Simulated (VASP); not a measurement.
A run of VASP 6.6.1:

The input POSCAR:

```
AlGa3N4
1.0
    4.3173253160      0.0000000000      0.0000000000
    0.0000000000      4.3173253160      0.0000000000
    0.0000000000      0.0000000000      4.3173253160
Al Ga N
1 3 4
Direct
    0.0000000000      0.0000000000      0.0000000000
    0.5000000000      0.5000000000      0.0000000000
    0.5000000000      0.0000000000      0.5000000000
    0.0000000000      0.5000000000      0.5000000000
    0.7555018013      0.7555018013      0.2444981987
    0.7555018013      0.2444981987      0.7555018013
    0.2444981987      0.7555018013      0.7555018013
    0.2444981987      0.2444981987      0.2444981987
```

File INCAR.step1:

```
SYSTEM = AlGa3N4
PREC     = Accurate       ! precision mode
ENCUT    = 520            ! plane-wave cutoff, eV
ISMEAR   = 0              ! smearing method
SIGMA    = 0.02           ! smearing width, eV
LREAL    = .FALSE.        ! projectors in reciprocal space
LASPH    = .TRUE.         ! aspherical terms in the spheres
NELM     = 80             ! most SCF steps
NBANDS   = 41             ! bands
GGA      = PE             ! functional
ALGO     = Normal         ! electronic algorithm
EDIFF    = 1E-4           ! SCF threshold, eV
LWAVE    = .TRUE.         ! write WAVECAR
LCHARG   = .FALSE.        ! write CHGCAR
```

The input INCAR.step2:

```
SYSTEM = AlGa3N4
PREC     = Accurate       ! precision mode
ENCUT    = 520            ! plane-wave cutoff, eV
EDIFF    = 1E-6           ! SCF threshold, eV
ISMEAR   = 0              ! smearing method
SIGMA    = 0.02           ! smearing width, eV
LREAL    = .FALSE.        ! projectors in reciprocal space
LASPH    = .TRUE.         ! aspherical terms in the spheres
NELM     = 80             ! most SCF steps
ALGO     = Normal         ! electronic algorithm
ISIF     = 2              ! what is computed and relaxed
LWAVE    = .FALSE.        ! write WAVECAR
LCHARG   = .TRUE.         ! write CHGCAR
METAGGA  = R2SCAN         ! meta-GGA
LMIXTAU  = .TRUE.       
LELF     = .TRUE.         ! ELF
LVHAR    = .TRUE.       
NBANDS   = 41             ! bands
ISTART   = 1
```

KPOINTS

```
Automatic mesh
0
G
  6 6 6
  0 0 0
```

Potentials or basis: VASP PAW PBE potentials, release 64 (Al, Ga_d, N).

The run is started by

```bash
$ cat potpaw_PBE.64/Al/POTCAR potpaw_PBE.64/Ga_d/POTCAR potpaw_PBE.64/N/POTCAR > POTCAR
$ cp INCAR.step1 INCAR
$ mpirun -np 1 vasp_std > vasp.out
$ cp INCAR.step2 INCAR
$ mpirun -np 1 vasp_std > vasp.out
```

Hardware: 1 thread of Intel(R) Xeon(R) Platinum 8259CL CPU @ 2.50GHz (Skylake/Cascade Lake), on a shared host.

**Question.** Estimate the wall time of this run.

**Answer.** Wall time 2.4 min on 1 thread of Intel(R) Xeon(R) Platinum 8259CL CPU @ 2.50GHz (Skylake/Cascade Lake), with other jobs on the host, peak memory 0.22 GiB. Counts: k points 20.
